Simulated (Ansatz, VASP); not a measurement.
# HfMo3: VASP beside Ansatz

File INCAR:

```
SYSTEM = HfMo3
PREC = Accurate
ENCUT = 600
EDIFF = 1E-6
ISMEAR = 0
SIGMA = 0.1
LREAL = .False.
LASPH = .True.
NELM = 60
ALGO = Fast
ISIF = 3
LWAVE = .False.
LCHARG = .False.
GGA = PE
IBRION = 2
NSW = 100
EDIFFG = -0.01
```

The input KPOINTS:

```
Automatic mesh
0
Gamma
  12 12 12
  0 0 0
```

Contents of POSCAR:

```
HfMo3
1.0
    4.1193310137      0.0000000000      0.0000000000
    0.0000000000      4.1193310137      0.0000000000
    0.0000000000      0.0000000000      4.1193310137
Hf Mo
1 3
Direct
    0.0000000000      0.0000000000      0.0000000000
    0.0000000000      0.5000000000      0.5000000000
    0.5000000000      0.0000000000      0.5000000000
    0.5000000000      0.5000000000      0.0000000000
```

Input for Ansatz:

```yaml
crystal:
  lattice:
    - [4.1193310137, 0.0, 0.0]
    - [0.0, 4.1193310137, 0.0]
    - [0.0, 0.0, 4.1193310137]
  atoms:
    - { symbol: Hf, position: [0.0, 0.0, 0.0] }
    - { symbol: Mo, position: [0.0, 0.5, 0.5] }
    - { symbol: Mo, position: [0.5, 0.0, 0.5] }
    - { symbol: Mo, position: [0.5, 0.5, 0.0] }
basis:
  ecutwfc: 420
kpoints:
  mp_grid: { grid: [12, 12, 12] }
hamiltonian:
  xc: pbe
scf:
  occupations: { method: gaussian, width: 0.1 }
output:
  forces: true
  stress: true
  eigenvalues: true
relax:
  adjacent_minimum: "off"
  f_tol: 0.01
  max_steps: 80
  cell: { stress_tol: 0.05 }
```

Alike in both runs: task relaxation of cell and atoms; functional PBE; k mesh 12 × 12 × 12; occupations gaussian, width 0.1 eV; no spin polarisation.

```csv
,VASP,Ansatz
version,VASP 6.6.1,Ansatz 0.2.0
potentials or method,"VASP PAW PBE potentials, release 64 (Hf_pv, Mo_sv), cutoff 600 eV","scalar-relativistic, plane waves, PAW"
valence electrons in the cell,52,68
```

Ansatz gave:

| Property | Result |
| --- | --- |
| gap on the k mesh at the Fermi level, each at its own relaxed structure (eV) | none |
| relaxed volume (Å³/atom) | 17.43 |
| relaxed length of the cell vector where the two differ most in proportion (Å) | 4.116 |

Question: Estimate VASP's values.

Answer: gap on the k mesh at the Fermi level, each at its own relaxed structure (eV): none; relaxed volume (Å³/atom): 17.42; relaxed length of the cell vector where the two differ most in proportion (Å): 4.115.

A gap of «none» marks a metal or a gap that the smearing closes. VASP's potentials hold 52 valence electrons a cell and Ansatz's 68, so a difference there can come from the potentials and not from the codes.

Neither program's run includes spin-orbit coupling.
